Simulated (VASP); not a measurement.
# Li2Se (Fm-3m) in VASP: notebook

The runs below take Li2Se through single point, relaxation of cell and atoms, with r2SCAN.

Everything below comes from runs of VASP 6.6.1. Logs are shortened: lines on timing, memory, paths and dates and some standing lists are left out, and cuts for length are marked.

### Step 1. The cell of the first run

It takes space group Fm-3m (No. 225, cubic). Conventional cell: a = 6.025 Å, b = 6.025 Å, c = 6.025 Å, α = 90.00°, β = 90.00°, γ = 90.00°. Within 3.4 Å of Li (site symmetry -43m) lie 4 Se at 2.61 Å and 6 Li at 3.01 Å. Se (site symmetry m-3m) has 8 Li at 2.61 Å within 3.4 Å.

### Step 2. Single point, r2SCAN

Contents of POSCAR:

```
Li2Se
1.0
    0.0000000000      3.0126017800      3.0126017800
    3.0126017800      0.0000000000      3.0126017800
    3.0126017800      3.0126017800      0.0000000000
Li Se
2 1
Direct
    0.2500000000      0.2500000000      0.2500000000
    0.7500000000      0.7500000000      0.7500000000
    0.0000000000      0.0000000000      0.0000000000
```

Contents of INCAR.step1:

```
ALGO = Normal
EDIFF = 1E-5
ENCUT = 830
GGA = PE
GGA_COMPAT = F
ISMEAR = -1
LASPH = T
LCHARG = F
LREAL = F
LWAVE = T
NBANDS = 13
NELM = 120
PREC = Accurate
SIGMA = 0.02
```

Contents of INCAR.step2:

```
ALGO = Normal
EDIFF = 1E-6
ENCUT = 830
GGA_COMPAT = F
ISIF = 2
ISMEAR = -1
ISTART = 1
LASPH = T
LCHARG = F
LMIXTAU = T
LREAL = F
LWAVE = F
METAGGA = R2SCAN
NBANDS = 13
NELM = 120
PREC = Accurate
SIGMA = 0.02
```

Contents of KPOINTS:

```
k-points
0
Gamma
  8 8 8
```

Potentials or basis: VASP PAW PBE potentials, release 64 (Li_sv, Se).

The run is started by

```sh
$ cat potpaw_PBE.64/Li_sv/POTCAR potpaw_PBE.64/Se/POTCAR > POTCAR
$ cp INCAR.step1 INCAR
$ mpirun -np 1 vasp_std > vasp.out
$ cp INCAR.step2 INCAR
$ mpirun -np 1 vasp_std > vasp.out
```

OUTCAR:

```text
EDIFF = 1E-6
   ENCUT = 830
   ISIF = 2
   ISMEAR = -1
   ISTART = 1
   LASPH = T
   LREAL = F
   METAGGA = R2SCAN
   NELM = 120
   PREC = Accurate

 ion  position               nearest neighbor table
   1  0.250  0.250  0.250-   3 2.61   3 2.61   3 2.61   3 2.61
   2  0.750  0.750  0.750-   3 2.61   3 2.61   3 2.61   3 2.61
   3  0.000  0.000  0.000-   2 2.61   2 2.61   2 2.61   1 2.61   1 2.61   1 2.61   2 2.61   1 2.61

  LATTYP: Found a face centered cubic cell.
 ALAT       =     6.0252035600

  Lattice vectors:

 A1 = (   0.0000000000,   3.0126017800,   3.0126017800)
 A2 = (   3.0126017800,   0.0000000000,   3.0126017800)
 A3 = (   3.0126017800,   3.0126017800,   0.0000000000)

Analysis of symmetry for initial positions (statically):
=====================================================================
 Subroutine PRICEL returns:
 Original cell was already a primitive cell.

 Routine SETGRP: Setting up the symmetry group for a
 face centered cubic supercell.

 Subroutine GETGRP returns: Found 48 space group operations
 (whereof 48 operations were pure point group operations)
 out of a pool of 48 trial point group operations.

The static configuration has the point symmetry O_h .

Analysis of symmetry for dynamics (positions and initial velocities):
=====================================================================
 Subroutine PRICEL returns:
 Original cell was already a primitive cell.

 Routine SETGRP: Setting up the symmetry group for a
 face centered cubic supercell.

 Subroutine GETGRP returns: Found 48 space group operations
 (whereof 48 operations were pure point group operations)
 out of a pool of 48 trial point group operations.

The dynamic configuration has the point symmetry O_h .

 Subroutine INISYM returns: Found 48 space group operations
 (whereof 48 operations are pure point group operations),
 and found     1 'primitive' translations

----------------------------------------------------------------------------------------

                                     Primitive cell

  volume of cell :      54.6834

  direct lattice vectors                    reciprocal lattice vectors
     0.000000000  3.012601780  3.012601780    -0.165969496  0.165969496  0.165969496
     3.012601780  0.000000000  3.012601780     0.165969496 -0.165969496  0.165969496
     3.012601780  3.012601780  0.000000000     0.165969496  0.165969496 -0.165969496

  length of vectors
     4.260462295  4.260462295  4.260462295     0.287467600  0.287467600  0.287467600

  position of ions in fractional coordinates (direct lattice)
     0.250000000  0.250000000  0.250000000
     0.750000000  0.750000000  0.750000000
     0.000000000  0.000000000  0.000000000

  ion indices of the primitive-cell ions
   primitive index   ion index
                 1           1
                 2           2
                 3           3

----------------------------------------------------------------------------------------

 KPOINTS: k-points

Automatic generation of k-mesh.
 Grid dimensions read from file:
 generate k-points for:    8    8    8

 Generating k-lattice:

  Cartesian coordinates                     Fractional coordinates (reciprocal lattice)
    -0.020746187  0.020746187  0.020746187     0.125000000  0.000000000  0.000000000
     0.020746187 -0.020746187  0.020746187     0.000000000  0.125000000  0.000000000
     0.020746187  0.020746187 -0.020746187     0.000000000  0.000000000  0.125000000

  Length of vectors
     0.035933450  0.035933450  0.035933450

  Shift w.r.t. Gamma in fractional coordinates (k-lattice)
     0.000000000  0.000000000  0.000000000

 Subroutine IBZKPT returns following result:
 ===========================================

 Found     29 irreducible k-points:

 Following reciprocal coordinates:
            Coordinates               Weight
  0.000000  0.000000  0.000000      1.000000
  0.125000  0.000000  0.000000      8.000000
  0.250000  0.000000  0.000000      8.000000
  0.375000  0.000000  0.000000      8.000000
  0.500000  0.000000  0.000000      4.000000
  0.125000  0.125000  0.000000      6.000000
[... 16 lines left out ...]
  0.500000  0.250000  0.125000     48.000000
 -0.375000  0.250000  0.125000     24.000000
 [... further k-points ...]
   k-points           NKPTS =     29   k-points in BZ     NKDIM =     29   number of bands    NBANDS=     13
   number of dos      NEDOS =    301   number of ions     NIONS =      3
   total plane-waves  NPLWV =  64000
   dimension x,y,z NGX =    40 NGY =   40 NGZ =   40
   dimension x,y,z NGXF=    80 NGYF=   80 NGZF=   80
   ions per type =               2   1
   NGX,Y,Z   is equivalent  to a cutoff of  15.61, 15.61, 15.61 a.u.
   NGXF,Y,Z  is equivalent  to a cutoff of  31.22, 31.22, 31.22 a.u.
 SYSTEM =  unknown system
   PREC   = accura    normal or accurate (medium, high low for compatibility)
   ISTART =      1    job   : 0-new  1-cont  2-samecut
   ICHARG =      0    charge: 1-file 2-atom 10-const
   ISPIN  =      1    spin polarized calculation?
   LNONCOLLINEAR =      F non collinear calculations
   LSORBIT =      F    spin-orbit coupling
   LASPH  =      T    aspherical Exc in radial PAW
   ENCUT  =  830.0 eV  61.00 Ry    7.81 a.u.  10.01 10.01 10.01*2*pi/ulx,y,z
   NELM   =    120;   NELMIN=  2; NELMDL=  0     # of ELM steps
   EDIFF  = 0.1E-05   stopping-criterion for ELM
   LREAL  =      F    real-space projection
   EDIFFG = 0.1E-04   stopping-criterion for IOM
   NSW    =      0    number of steps for IOM
   IBRION =     -1    ionic relax: 0-MD 1-quasi-New 2-CG
   NFREE  =      0    steps in history (QN), initial steepest desc. (CG)
   ISIF   =      2    stress and relaxation
   ISYM   =      2    0-nonsym 1-usesym 2-fastsym
   POTIM  = 0.5000    time-step for ionic-motion
   TEBEG  =    0.0;   TEEND  =   0.0 temperature during run
   PSTRESS=    0.0 pullay stress
   NELECT =      12.0000    total number of electrons
   NUPDOWN=      -1.0000    fix difference up-down
   EMIN   =  10.00;   EMAX   =-10.00  energy-range for DOS
   EFERMI =   0.00;   METHOD = LEGACY
   ISMEAR =    -1;   SIGMA  =   0.02  broadening in eV -4-tet -1-fermi 0-gaus
   EFERMI_NEDOS =   21; number of points for ismear=-14 and -15
   IALGO  =     38    algorithm
   IMIX   =      4    mixing-type and parameters
     AMIX     =   0.40;   BMIX     =  1.00
     AMIX_MAG =   1.60;   BMIX_MAG =  1.00
  volume/ion in A,a.u.               =      18.23       123.01
  Fermi-wavevector in a.u.,A,eV,Ry     =   0.987454  1.866017 13.266569  0.975065
  Thomas-Fermi vector in A             =   2.118909
   LORBIT       =      0    0 simple, 1 ext, 2 COOP (PROOUT), +10 PAW based schemes
   METAGGA = R2SCAN    functional components
   LHFCALC =     F    Hartree Fock is set to
   AEXX    =    0.0000 exact exchange contribution
   IVDW    =     0    specifies the selected vdW correction
   LEPSILON=     F    determine dielectric tensor
   LRPA    =     F    only Hartree local field effects (RPA)
 non-spin polarized calculation
  energy-cutoff  :      830.00
  volume of cell :       54.68
 maximum number of plane-waves:      2996
   NGX = 21   NGY = 21   NGZ = 21

 number of electron      12.0000004 magnetization

 Free energy of the ion-electron system (eV)
  ---------------------------------------------------
  ext. energy  EPLUGINS =         0.00000000
  ---------------------------------------------------
  free energy    TOTEN  =       -23.43611004 eV

  energy without entropy =      -23.43611004  energy(sigma->0) =      -23.43611004

 E-fermi :   1.0919     XC(G=0):  -8.5795

 val. band max:        0.6459888636   @ k =   0.0000   0.0000   0.0000
 cond. band min:       4.1164950844   @ k =   0.5000   0.5000   0.0000
 fundamental gap:      3.4705062207
 Fermi energy:         1.0918607672

 k-point     1 :       0.0000    0.0000    0.0000
  band No.  band energies     occupation
      1     -45.5286      2.00000
      2     -45.5067      2.00000
      3     -11.0958      2.00000
      4       0.6460      2.00000
      5       0.6460      2.00000
      6       0.6460      2.00000
      7       4.7342      0.00000
      8       6.9465      0.00000
      9       6.9465      0.00000
     10       6.9465      0.00000
     11      11.7942      0.00000
     12      11.7942      0.00000
     13      12.4949      0.00000

 k-point     2 :       0.1250    0.0000    0.0000
  band No.  band energies     occupation
      1     -45.5277      2.00000
      2     -45.5075      2.00000
      3     -11.0465      2.00000
      4       0.0329      2.00000
      5       0.5575      2.00000
      6       0.5575      2.00000
      7       5.2034      0.00000
      8       7.1796      0.00000
      9       7.1796      0.00000
     10       7.3138      0.00000
     11      10.6937      0.00000
     12      10.6937      0.00000
     13      12.5853      0.00000

 k-point     3 :       0.2500    0.0000    0.0000
  band No.  band energies     occupation
      1     -45.5252      2.00000
      2     -45.5097      2.00000
      3     -10.9213      2.00000
      4      -1.0554      2.00000
      5       0.3652      2.00000
      6       0.3652      2.00000
      7       5.8814      0.00000
      8       7.4823      0.00000
      9       7.4823      0.00000
     10       8.2122      0.00000
     11      10.3612      0.00000
     12      10.3612      0.00000
     13      12.9483      0.00000
[... 305 lines left out ...]
 k-point    23 :       0.5000    0.2500    0.1250
  band No.  band energies     occupation
      1     -45.5206      2.00000
      2     -45.5138      2.00000
      3     -10.7163      2.00000
      4      -1.6962      2.00000
      5      -0.5940      2.00000
      6      -0.1169      2.00000
      7       6.4028      0.00000
      8       7.3394      0.00000
      9       8.6308      0.00000
     10       9.1248      0.00000
     11      10.7119      0.00000
     12      12.8160      0.00000
     13      14.5690      0.00000

 k-point    24 :      -0.3750    0.2500    0.1250
  band No.  band energies     occupation
      1     -45.5172      2.00000
      2     -45.5172      2.00000
      3     -10.6684      2.00000
      4      -1.9157      2.00000
      5      -0.6233      2.00000
      6      -0.2586      2.00000
      7       6.5813      0.00000
      8       7.1502      0.00000
      9       9.0075      0.00000
     10       9.7368      0.00000
     11      10.8659      0.00000
     12      12.2609      0.00000
     13      14.0949      0.00000

 [... further k-points ...]
[... 5 lines left out ...]
  --------------------------------------------------------------------------------------
  -------------------------------------------------------------------------------------
  Total       -0.2847720     -0.2847720     -0.2847720      0.0000000      0.0000000     -0.0000000
  in kB       -8.3435836     -8.3435836     -8.3435836      0.0000000      0.0000000     -0.0000000
  external PRESSURE =      -8.3435836 kB  Pullay stress =       0.0000000 kB

 VOLUME and BASIS-vectors are now :
 -----------------------------------------------------------------------------
  energy-cutoff  :      830.00
  volume of cell :       54.68
      direct lattice vectors                 reciprocal lattice vectors
     0.000000000  3.012601780  3.012601780    -0.165969496  0.165969496  0.165969496
     3.012601780  0.000000000  3.012601780     0.165969496 -0.165969496  0.165969496
     3.012601780  3.012601780  0.000000000     0.165969496  0.165969496 -0.165969496

 POSITION                                       TOTAL-FORCE (eV/Angst)
 -----------------------------------------------------------------------------------
      1.50630      1.50630      1.50630        -0.000000     -0.000000     -0.000000
      4.51890      4.51890      4.51890         0.000000      0.000000      0.000000
      0.00000      0.00000      0.00000        -0.000000      0.000000      0.000000
 -----------------------------------------------------------------------------------
    total drift:                                0.000000     -0.000000      0.000000

  FREE ENERGIE OF THE ION-ELECTRON SYSTEM (eV)
  ---------------------------------------------------
  free  energy   TOTEN  =       -23.4361100437 eV

  energy  without entropy=      -23.4361100437  energy(sigma->0) =      -23.43611004
```

Wall time 84 s (1 thread of Intel Xeon 6975P-C (Granite Rapids), shared host); peak memory 0.27 GiB.

What came out:

* Free energy: -23.4361 eV
* Pressure: -0.8 GPa
* Band gap on the k mesh: 3.47 eV (least direct gap 4.09 eV)

Levels at points of the mesh, in eV from the valence-band top:
| k point | band 4 | band 5 | band 6 | band 7 | band 8 | band 9 |
| --- | --- | --- | --- | --- | --- | --- |
| (0.00, 0.00, 0.00) | 0.00 | 0.00 | 0.00 | 4.09 | 6.30 | 6.30 |
| (0.50, 0.00, 0.00) | -2.86 | -0.51 | -0.51 | 5.90 | 6.59 | 6.59 |
| (0.50, 0.50, 0.00) | -2.23 | -1.41 | -1.41 | 3.47 | 6.94 | 11.24 |

Caveat: the PAW data sets were made with another functional, which shifts forces and pressure a little. r2SCAN opens gaps a little over a GGA but as a rule still falls short of measured ones.

### Step 3. Single point, r2SCAN

This run uses another cell than the first one, of 18.59 Å³/atom.

Contents of POSCAR:

```
Li2Se
1.0
    0.0000000000      3.0321646800      3.0321646800
    3.0321646800      0.0000000000      3.0321646800
    3.0321646800      3.0321646800      0.0000000000
Li Se
2 1
Direct
    0.2500000000      0.2500000000      0.2500000000
    0.7500000000      0.7500000000      0.7500000000
    0.0000000000      0.0000000000      0.0000000000
```

Contents of INCAR.step1:

```
PREC = Accurate
ENCUT = 830
ISMEAR = -1
SIGMA = 0.02
LREAL = F
LASPH = T
NELM = 120
NBANDS = 13
GGA = PE
ALGO = Normal
EDIFF = 1E-5
LWAVE = T
LCHARG = F
GGA_COMPAT = F
```

Contents of INCAR.step2:

```
PREC = Accurate
ENCUT = 830
EDIFF = 1E-6
ISMEAR = -1
SIGMA = 0.02
LREAL = F
LASPH = T
NELM = 120
ALGO = Normal
ISIF = 2
LWAVE = F
LCHARG = F
METAGGA = R2SCAN
LMIXTAU = T
NBANDS = 13
ISTART = 1
GGA_COMPAT = F
```

Contents of KPOINTS:

```
regular mesh
0
Gamma
  8 8 8
```

Potentials or basis: VASP PAW PBE potentials, release 64 (Li_sv, Se).

The run is started by

```sh
$ cat potpaw_PBE.64/Li_sv/POTCAR potpaw_PBE.64/Se/POTCAR > POTCAR
$ cp INCAR.step1 INCAR
$ mpirun -np 1 vasp_std > vasp.out
$ cp INCAR.step2 INCAR
$ mpirun -np 1 vasp_std > vasp.out
```

Run time: 86 s. Hardware: 1 thread of Intel Xeon 6975P-C (Granite Rapids), shared host; peak memory 0.27 GiB.

Results (log left out):

| Property | Result |
| --- | --- |
| Free energy | -23.4284 eV |
| Pressure | -1.4 GPa |
| Band gap on the k mesh | 3.48 eV (least direct gap 4.00 eV) |

Levels at points of the mesh, in eV from the valence-band top:
```
           k point  band 4  band 5  band 6  band 7  band 8  band 9
(0.00, 0.00, 0.00)    0.00    0.00    0.00    4.00    6.29    6.29
(0.50, 0.00, 0.00)   -2.79   -0.50   -0.50    5.81    6.57    6.57
(0.50, 0.50, 0.00)   -2.18   -1.38   -1.38    3.48    6.89   11.10
```

Caveat: the PAW data sets were made with another functional, which shifts forces and pressure a little. A k mesh can miss the band edges.

### Step 4. Single point, r2SCAN

This run uses another cell than the first one, of 18.94 Å³/atom.

Contents of POSCAR:

```
Li2Se
1.0
    0.0000000000      3.0514783500      3.0514783500
    3.0514783500      0.0000000000      3.0514783500
    3.0514783500      3.0514783500      0.0000000000
Li Se
2 1
Direct
    0.2500000000      0.2500000000      0.2500000000
    0.7500000000      0.7500000000      0.7500000000
    0.0000000000      0.0000000000      0.0000000000
```

Contents of INCAR.step1:

```
ALGO = Normal
EDIFF = 1E-5
ENCUT = 830
GGA = PE
GGA_COMPAT = F
ISMEAR = -1
LASPH = T
LCHARG = F
LREAL = F
LWAVE = T
NBANDS = 13
NELM = 120
PREC = Accurate
SIGMA = 0.02
```

Contents of INCAR.step2:

```
ALGO = Normal
EDIFF = 1E-6
ENCUT = 830
GGA_COMPAT = F
ISIF = 2
ISMEAR = -1
ISTART = 1
LASPH = T
LCHARG = F
LMIXTAU = T
LREAL = F
LWAVE = F
METAGGA = R2SCAN
NBANDS = 13
NELM = 120
PREC = Accurate
SIGMA = 0.02
```

Contents of KPOINTS:

```
k-points
0
Gamma
  8 8 8
```

The run is started by

```sh
$ cat potpaw_PBE.64/Li_sv/POTCAR potpaw_PBE.64/Se/POTCAR > POTCAR
$ cp INCAR.step1 INCAR
$ mpirun -np 1 vasp_std > vasp.out
$ cp INCAR.step2 INCAR
$ mpirun -np 1 vasp_std > vasp.out
```

It took 1.9 min on 1 thread of Intel Xeon 6975P-C (Granite Rapids), shared host; peak memory 0.29 GiB.

Results (log left out):

```
Free energy            : -23.4163 eV
Pressure               : -2.0 GPa
Band gap on the k mesh : 3.49 eV (least direct gap 3.91 eV)
```

Levels at points of the mesh, in eV from the valence-band top:
| k point | band 4 | band 5 | band 6 | band 7 | band 8 | band 9 |
| --- | --- | --- | --- | --- | --- | --- |
| (0.00, 0.00, 0.00) | 0.00 | 0.00 | 0.00 | 3.91 | 6.28 | 6.28 |
| (0.50, 0.00, 0.00) | -2.73 | -0.49 | -0.49 | 5.73 | 6.56 | 6.56 |
| (0.50, 0.50, 0.00) | -2.14 | -1.34 | -1.34 | 3.49 | 6.84 | 10.97 |

Caveat: the PAW data sets were made with another functional, which shifts forces and pressure a little. A k mesh can miss the band edges.

(Part 1 of 2 ends here.)
